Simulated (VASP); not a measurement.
# TiO2 (P4_2/mnm) in VASP: a series of runs

TiO2 is run at these levels: LDA; tasks: single point.

Everything below comes from runs of VASP 6.6.1. Logs are shortened: lines on timing, memory, paths and dates and some standing lists are left out, and cuts for length are marked.

**1. The cell of the first run**

The structure is tetragonal, space group P4_2/mnm (No. 136). Conventional cell: a = 4.548 Å, b = 4.548 Å, c = 2.917 Å, α = 90.00°, β = 90.00°, γ = 90.00°. Within 2.6 Å of Ti (site symmetry mmm) lie 6 O at 1.93 to 1.96 Å. O (site symmetry m2m) has 3 Ti at 1.93 to 1.96 Å and 1 O at 2.52 Å within 2.6 Å.

**2. Single point, LDA**

INCAR

```
PREC = Accurate
ENCUT = 520
EDIFF = 1E-7
ISMEAR = 0
SIGMA = 0.01
LREAL = False
LASPH = True
NELM = 100
ALGO = Normal
ISIF = 2
LWAVE = False
LCHARG = False
NBANDS = 33
```

KPOINTS

```
regular mesh
0
Gamma
  6 6 8
```

POSCAR

```
TiO2
1.0
    4.5481613724      0.0000000000      0.0000000000
    0.0000000000      4.5481613724      0.0000000000
    0.0000000000      0.0000000000      2.9171283911
Ti O
2 4
Direct
    0.0000000000      0.0000000000      0.0000000000
    0.5000000000      0.5000000000      0.5000000000
    0.3039661197      0.3039661197      0.0000000000
    0.1960338803      0.8039661197      0.5000000000
    0.6960338803      0.6960338803      0.0000000000
    0.8039661197      0.1960338803      0.5000000000
```

Potentials or basis: VASP PAW LDA potentials, release 64 (Ti_sv, O).

Started as:

```bash
cat potpaw_LDA.64/Ti_sv/POTCAR potpaw_LDA.64/O/POTCAR > POTCAR
mpirun -np 1 vasp_std > vasp.out
```

OUTCAR:

```text
PREC = Accurate
   ENCUT = 520
   EDIFF = 1E-7
   ISMEAR = 0
   LREAL = False
   LASPH = True
   NELM = 100
   ISIF = 2

 ion  position               nearest neighbor table
   1  0.000  0.000  0.000-   4 1.93   6 1.93   4 1.93   6 1.93   5 1.96   3 1.96
   2  0.500  0.500  0.500-   3 1.93   5 1.93   3 1.93   5 1.93   4 1.96   6 1.96
   3  0.304  0.304  0.000-   2 1.93   2 1.93   1 1.96
   4  0.196  0.804  0.500-   1 1.93   1 1.93   2 1.96
   5  0.696  0.696  0.000-   2 1.93   2 1.93   1 1.96
   6  0.804  0.196  0.500-   1 1.93   1 1.93   2 1.96

  LATTYP: Found a simple tetragonal cell.
 ALAT       =     4.5481613724
 C/A-ratio  =     0.6413862993

  Lattice vectors:

 A1 = (   4.5481613724,   0.0000000000,   0.0000000000)
 A2 = (   0.0000000000,   4.5481613724,   0.0000000000)
 A3 = (   0.0000000000,   0.0000000000,   2.9171283911)

Analysis of symmetry for initial positions (statically):
=====================================================================
 Subroutine PRICEL returns:
 Original cell was already a primitive cell.

 Routine SETGRP: Setting up the symmetry group for a
 simple tetragonal supercell.

 Subroutine GETGRP returns: Found 16 space group operations
 (whereof  8 operations were pure point group operations)
 out of a pool of 16 trial point group operations.

The static configuration has the point symmetry D_2h.
 The point group associated with its full space group is D_4h.

Analysis of symmetry for dynamics (positions and initial velocities):
=====================================================================
 Subroutine PRICEL returns:
 Original cell was already a primitive cell.

 Routine SETGRP: Setting up the symmetry group for a
 simple tetragonal supercell.

 Subroutine GETGRP returns: Found 16 space group operations
 (whereof  8 operations were pure point group operations)
 out of a pool of 16 trial point group operations.

The dynamic configuration has the point symmetry D_2h.
 The point group associated with its full space group is D_4h.

 Subroutine INISYM returns: Found 16 space group operations
 (whereof  8 operations are pure point group operations),
 and found     1 'primitive' translations

----------------------------------------------------------------------------------------

                                     Primitive cell

  volume of cell :      60.3431

  direct lattice vectors                    reciprocal lattice vectors
     4.548161372  0.000000000  0.000000000     0.219869068  0.000000000  0.000000000
     0.000000000  4.548161372  0.000000000     0.000000000  0.219869068  0.000000000
     0.000000000  0.000000000  2.917128391     0.000000000  0.000000000  0.342802875

  length of vectors
     4.548161372  4.548161372  2.917128391     0.219869068  0.219869068  0.342802875

  position of ions in fractional coordinates (direct lattice)
     0.000000000  0.000000000  0.000000000
     0.500000000  0.500000000  0.500000000
     0.303966120  0.303966120  0.000000000
     0.196033880  0.803966120  0.500000000
     0.696033880  0.696033880  0.000000000
     0.803966120  0.196033880  0.500000000

  ion indices of the primitive-cell ions
   primitive index   ion index
                 1           1
                 2           2
                 3           3
                 4           4
                 5           5
                 6           6

----------------------------------------------------------------------------------------

 KPOINTS: regular mesh

Automatic generation of k-mesh.
 Grid dimensions read from file:
 generate k-points for:    6    6    8

 Generating k-lattice:

  Cartesian coordinates                     Fractional coordinates (reciprocal lattice)
     0.036644845  0.000000000  0.000000000     0.166666667  0.000000000  0.000000000
     0.000000000  0.036644845  0.000000000     0.000000000  0.166666667  0.000000000
     0.000000000  0.000000000  0.042850359     0.000000000  0.000000000  0.125000000

  Length of vectors
     0.036644845  0.036644845  0.042850359

  Shift w.r.t. Gamma in fractional coordinates (k-lattice)
     0.000000000  0.000000000  0.000000000

 Subroutine IBZKPT returns following result:
 ===========================================

 Found     50 irreducible k-points:

 Following reciprocal coordinates:
            Coordinates               Weight
  0.000000  0.000000  0.000000      1.000000
  0.166667  0.000000  0.000000      4.000000
  0.333333  0.000000  0.000000      4.000000
  0.500000  0.000000  0.000000      2.000000
  0.166667  0.166667  0.000000      4.000000
  0.333333  0.166667  0.000000      8.000000
[... 16 lines left out ...]
  0.333333  0.000000  0.250000      8.000000
  0.500000  0.000000  0.250000      4.000000
 [... further k-points ...]
   k-points           NKPTS =     50   k-points in BZ     NKDIM =     50   number of bands    NBANDS=     33
   number of dos      NEDOS =    301   number of ions     NIONS =      6
   total plane-waves  NPLWV =  31104
   dimension x,y,z NGX =    36 NGY =   36 NGZ =   24
   dimension x,y,z NGXF=    72 NGYF=   72 NGZF=   48
   ions per type =               2   4
   NGX,Y,Z   is equivalent  to a cutoff of  13.16, 13.16, 13.68 a.u.
   NGXF,Y,Z  is equivalent  to a cutoff of  26.32, 26.32, 27.36 a.u.
 SYSTEM =  unknown system
   PREC   = accura    normal or accurate (medium, high low for compatibility)
   ISTART =      0    job   : 0-new  1-cont  2-samecut
   ICHARG =      2    charge: 1-file 2-atom 10-const
   ISPIN  =      1    spin polarized calculation?
   LNONCOLLINEAR =      F non collinear calculations
   LSORBIT =      F    spin-orbit coupling
   LASPH  =      T    aspherical Exc in radial PAW
   ENCUT  =  520.0 eV  38.22 Ry    6.18 a.u.   8.46  8.46  5.42*2*pi/ulx,y,z
   NELM   =    100;   NELMIN=  2; NELMDL= -5     # of ELM steps
   EDIFF  = 0.1E-06   stopping-criterion for ELM
   LREAL  =      F    real-space projection
   EDIFFG = 0.1E-05   stopping-criterion for IOM
   NSW    =      0    number of steps for IOM
   IBRION =     -1    ionic relax: 0-MD 1-quasi-New 2-CG
   NFREE  =      0    steps in history (QN), initial steepest desc. (CG)
   ISIF   =      2    stress and relaxation
   ISYM   =      2    0-nonsym 1-usesym 2-fastsym
   POTIM  = 0.5000    time-step for ionic-motion
   TEBEG  =    0.0;   TEEND  =   0.0 temperature during run
   PSTRESS=    0.0 pullay stress
   NELECT =      48.0000    total number of electrons
   NUPDOWN=      -1.0000    fix difference up-down
   EMIN   =  10.00;   EMAX   =-10.00  energy-range for DOS
   EFERMI =   0.00;   METHOD = LEGACY
   ISMEAR =     0;   SIGMA  =   0.01  broadening in eV -4-tet -1-fermi 0-gaus
   EFERMI_NEDOS =   21; number of points for ismear=-14 and -15
   IALGO  =     38    algorithm
   IMIX   =      4    mixing-type and parameters
     AMIX     =   0.40;   BMIX     =  1.00
     AMIX_MAG =   1.60;   BMIX_MAG =  1.00
  volume/ion in A,a.u.               =      10.06        67.87
  Fermi-wavevector in a.u.,A,eV,Ry     =   1.516862  2.866454 31.305253  2.300871
  Thomas-Fermi vector in A             =   2.626195
   LORBIT       =      0    0 simple, 1 ext, 2 COOP (PROOUT), +10 PAW based schemes
   GGA     = CA    functional components
   LHFCALC =     F    Hartree Fock is set to
   AEXX    =    0.0000 exact exchange contribution
   IVDW    =     0    specifies the selected vdW correction
   LEPSILON=     F    determine dielectric tensor
   LRPA    =     F    only Hartree local field effects (RPA)
 non-spin polarized calculation
 Gauss-broadening in eV      SIGMA  =   0.01
  energy-cutoff  :      520.00
  volume of cell :       60.34
 maximum number of plane-waves:      1640
 NGX is ok and might be reduce to    36
   NGX = 17   NGY = 17   NGZ = 11

 number of electron      48.0000007 magnetization

 Free energy of the ion-electron system (eV)
  ---------------------------------------------------
  ext. energy  EPLUGINS =         0.00000000
  ---------------------------------------------------
  free energy    TOTEN  =       -58.77734611 eV

  energy without entropy =      -58.77734611  energy(sigma->0) =      -58.77734611

 E-fermi :   5.1139     XC(G=0): -12.1724

 val. band max:        4.9194899555   @ k =   0.0000   0.0000   0.0000
 cond. band min:       6.7483672095   @ k =   0.0000   0.0000   0.0000
 fundamental gap:      1.8288772540
 Fermi energy:         5.1139471960

 k-point     1 :       0.0000    0.0000    0.0000
  band No.  band energies     occupation
      1     -51.1587      2.00000
      2     -51.1365      2.00000
      3     -27.9052      2.00000
      4     -27.9052      2.00000
      5     -27.7090      2.00000
      6     -27.7090      2.00000
[... 25 lines left out ...]
     32      11.8191      0.00000
     33      11.8203      0.00000

 k-point     2 :       0.1667    0.0000    0.0000
  band No.  band energies     occupation
      1     -51.1572      2.00000
      2     -51.1380      2.00000
      3     -27.8943      2.00000
      4     -27.8932      2.00000
      5     -27.7225      2.00000
      6     -27.7213      2.00000
[... 25 lines left out ...]
     32      11.7163      0.00000
     33      11.7381      0.00000

 k-point     3 :       0.3333    0.0000    0.0000
  band No.  band energies     occupation
      1     -51.1531      2.00000
      2     -51.1420      2.00000
      3     -27.8649      2.00000
      4     -27.8617      2.00000
      5     -27.7569      2.00000
      6     -27.7536      2.00000
[... 25 lines left out ...]
     32      11.5101      0.00000
     33      11.5524      0.00000

 k-point     4 :       0.5000    0.0000    0.0000
  band No.  band energies     occupation
      1     -51.1476      2.00000
      2     -51.1476      2.00000
      3     -27.8363      2.00000
      4     -27.8363      2.00000
      5     -27.7837      2.00000
      6     -27.7837      2.00000
[... 673 lines left out ...]
     32      10.9366      0.00000
     33      11.2607      0.00000

 k-point    23 :       0.3333    0.0000    0.2500
  band No.  band energies     occupation
      1     -51.1257      2.00000
      2     -51.1178      2.00000
      3     -27.9446      2.00000
      4     -27.9293      2.00000
      5     -27.7969      2.00000
      6     -27.7885      2.00000
[... 25 lines left out ...]
     32      10.4898      0.00000
     33      11.4170      0.00000

 k-point    24 :       0.5000    0.0000    0.2500
  band No.  band energies     occupation
      1     -51.1218      2.00000
      2     -51.1218      2.00000
      3     -27.9411      2.00000
      4     -27.9411      2.00000
      5     -27.7702      2.00000
      6     -27.7702      2.00000
[... 25 lines left out ...]
     32      10.3340      0.00000
     33      11.8566      0.00000

 [... further k-points ...]
[... 5 lines left out ...]
  --------------------------------------------------------------------------------------
  -------------------------------------------------------------------------------------
  Total        0.4237429      0.4237429      0.6039513      0.0000000      0.0000000      0.0000000
  in kB       11.2508598     11.2508598     16.0356015      0.0000000      0.0000000      0.0000000
  external PRESSURE =      12.8457737 kB  Pullay stress =       0.0000000 kB

 VOLUME and BASIS-vectors are now :
 -----------------------------------------------------------------------------
  energy-cutoff  :      520.00
  volume of cell :       60.34
      direct lattice vectors                 reciprocal lattice vectors
     4.548161372  0.000000000  0.000000000     0.219869068  0.000000000  0.000000000
     0.000000000  4.548161372  0.000000000     0.000000000  0.219869068  0.000000000
     0.000000000  0.000000000  2.917128391     0.000000000  0.000000000  0.342802875

 POSITION                                       TOTAL-FORCE (eV/Angst)
 -----------------------------------------------------------------------------------
      0.00000      0.00000      0.00000         0.000000      0.000000      0.000000
      2.27408      2.27408      1.45856         0.000000      0.000000      0.000000
      1.38249      1.38249      0.00000        -0.026793     -0.026793      0.000000
      0.89159      3.65657      1.45856         0.026793     -0.026793      0.000000
      3.16567      3.16567      0.00000         0.026793      0.026793     -0.000000
      3.65657      0.89159      1.45856        -0.026793      0.026793     -0.000000
 -----------------------------------------------------------------------------------
    total drift:                                0.000000      0.000000      0.000000

  FREE ENERGIE OF THE ION-ELECTRON SYSTEM (eV)
  ---------------------------------------------------
  free  energy   TOTEN  =       -58.7773461143 eV

  energy  without entropy=      -58.7773461143  energy(sigma->0) =      -58.77734611
```

Run time: 1.8 min. Hardware: 1 thread of Intel Xeon 8259CL, shared host; peak memory 0.2 GiB.

What came out:

| Quantity | Value |
| --- | --- |
| Free energy | -58.7773 eV |
| Pressure | 1.3 GPa |
| Largest force | 0.038 eV/Å |
| Band gap on the k mesh | 1.83 eV |

Forces on the atoms (eV/Å):
```
Ti   0.000  0.000  0.000
Ti   0.000  0.000  0.000
O   -0.027 -0.027  0.000
O    0.027 -0.027  0.000
O    0.027  0.027  0.000
O   -0.027  0.027  0.000
```

**3. Single point, LDA**

INCAR

```
PREC = Accurate
ENCUT = 520
EDIFF = 1E-7
ISMEAR = -1
SIGMA = 0.05
LREAL = F
LASPH = T
NELM = 80
ALGO = Normal
ISIF = 2
LWAVE = F
LCHARG = T
GGA = CA
LELF = T
LVHAR = T
NBANDS = 33
```

KPOINTS

```
regular mesh
0
Gamma
  6 6 10
```

POSCAR is that of step 2.

Potentials or basis: VASP PAW LDA potentials, release 64 (Ti_sv, O).

Started as:

```bash
cat potpaw_LDA.64/Ti_sv/POTCAR potpaw_LDA.64/O/POTCAR > POTCAR
mpirun -np 1 vasp_std > vasp.out
```

Run time: 2.1 min. Hardware: 1 thread of Intel Xeon 8259CL, shared host; peak memory 0.22 GiB.

The run converged. Its results:

* Free energy: -58.7774 eV
* Pressure: 1.3 GPa
* Largest force: 0.038 eV/Å
* Band gap on the k mesh: 1.83 eV

Forces on the atoms (eV/Å):
```
Ti   0.000  0.000  0.000
Ti   0.000  0.000  0.000
O   -0.027 -0.027  0.000
O    0.027 -0.027  0.000
O    0.027  0.027  0.000
O   -0.027  0.027  0.000
```

Stress tensor (GPa, compression positive):
```
1.12 0.00 0.00
0.00 1.12 0.00
0.00 0.00 1.60
```

Levels at points of the mesh, in eV from the valence-band top:
| k point | band 22 | band 23 | band 24 | band 25 | band 26 | band 27 |
| --- | --- | --- | --- | --- | --- | --- |
| (0.00, 0.00, 0.00) | -0.47 | -0.47 | 0.00 | 1.83 | 2.11 | 2.42 |
| (0.50, 0.00, 0.00) | -1.69 | -0.79 | -0.79 | 2.55 | 2.55 | 3.11 |
| (0.50, 0.50, 0.00) | -1.31 | -1.11 | -1.11 | 1.87 | 1.87 | 2.56 |
| (0.00, 0.00, 0.50) | -2.58 | -1.47 | -1.47 | 3.05 | 3.05 | 3.29 |
| (0.50, 0.00, 0.50) | -2.15 | -1.11 | -1.11 | 1.87 | 1.87 | 3.31 |
| (0.50, 0.50, 0.50) | -1.39 | -0.68 | -0.68 | 2.62 | 2.62 | 3.25 |

A k mesh can miss the band edges.
